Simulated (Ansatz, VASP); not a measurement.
Two plane-wave programs on SiC5

The input INCAR:

```
SYSTEM = SiC5
ALGO = Normal
EDIFF = 1E-6
EDIFFG = -0.04
ENCUT = 600
GGA = PE
IBRION = 2
ISIF = 3
ISMEAR = 0
LASPH = .TRUE.
LCHARG = .FALSE.
LREAL = .FALSE.
LWAVE = .FALSE.
NELM = 100
NSW = 90
PREC = Accurate
SIGMA = 0.1
```

Contents of KPOINTS:

```
k-points
0
G
  4 4 4
  0 0 0
```

POSCAR

```
SiC5
1.0
    0.0000000000      3.5414572600      3.5414572600
    3.5414572600      0.0000000000      3.5414572600
    3.5414572600      3.5414572600      0.0000000000
Si C
1 5
Direct
    0.0000000000      0.0000000000      0.0000000000
    0.7500000000      0.7500000000      0.7500000000
    0.3750000000      0.3750000000      0.8750000000
    0.3750000000      0.8750000000      0.3750000000
    0.8750000000      0.3750000000      0.3750000000
    0.3750000000      0.3750000000      0.3750000000
```

Input for Ansatz:

```yaml
crystal:
  lattice:
    - [0.0, 3.54145726, 3.54145726]
    - [3.54145726, 0.0, 3.54145726]
    - [3.54145726, 3.54145726, 0.0]
  atoms:
    - { symbol: Si, position: [0.0, 0.0, 0.0] }
    - { symbol: C, position: [0.75, 0.75, 0.75] }
    - { symbol: C, position: [0.375, 0.375, 0.875] }
    - { symbol: C, position: [0.375, 0.875, 0.375] }
    - { symbol: C, position: [0.875, 0.375, 0.375] }
    - { symbol: C, position: [0.375, 0.375, 0.375] }
basis:
  ecutwfc: 420
kpoints:
  mp_grid: { grid: [4, 4, 4] }
hamiltonian:
  xc: pbe
scf:
  occupations: { method: gaussian, width: 0.1 }
  lower_state_search: "off"
output:
  forces: true
  stress: true
  eigenvalues: true
relax:
  adjacent_minimum: "off"
  f_tol: 0.04
  max_steps: 70
  cell: { stress_tol: 0.4 }
```

Change from the starting cell: species swapped into the ZrNi5 type (F-43m, No. 216).

Alike in both runs: task relaxation of cell and atoms; functional PBE; k mesh 4 × 4 × 4; occupations gaussian, width 0.1 eV; no spin polarisation.

|  | VASP | Ansatz |
| --- | --- | --- |
| version | VASP 6.6.1 | Ansatz 0.2.0 |
| potentials or method | VASP PAW PBE potentials, release 64 (Si, C), cutoff 600 eV | scalar-relativistic, plane waves, PAW |
| valence electrons in the cell | 24 | 24 |

Ansatz gave:

* gap on the k mesh at the Fermi level, each at its own relaxed structure (eV): none
* relaxed volume (Å³/atom): 9.67
* relaxed cell length with the largest relative difference (Å): 4.346

Q: Estimate VASP's values.

A: gap on the k mesh at the Fermi level, each at its own relaxed structure (eV): none; relaxed volume (Å³/atom): 9.53; relaxed cell length with the largest relative difference (Å): 4.324.

A gap of «none» marks a metal or a gap that the smearing closes.

The k mesh is coarse, so the values compare programs but aren't converged. Noted on VASP's run: the volume moved by over 15 % at a fixed basis, so the end points are rough.
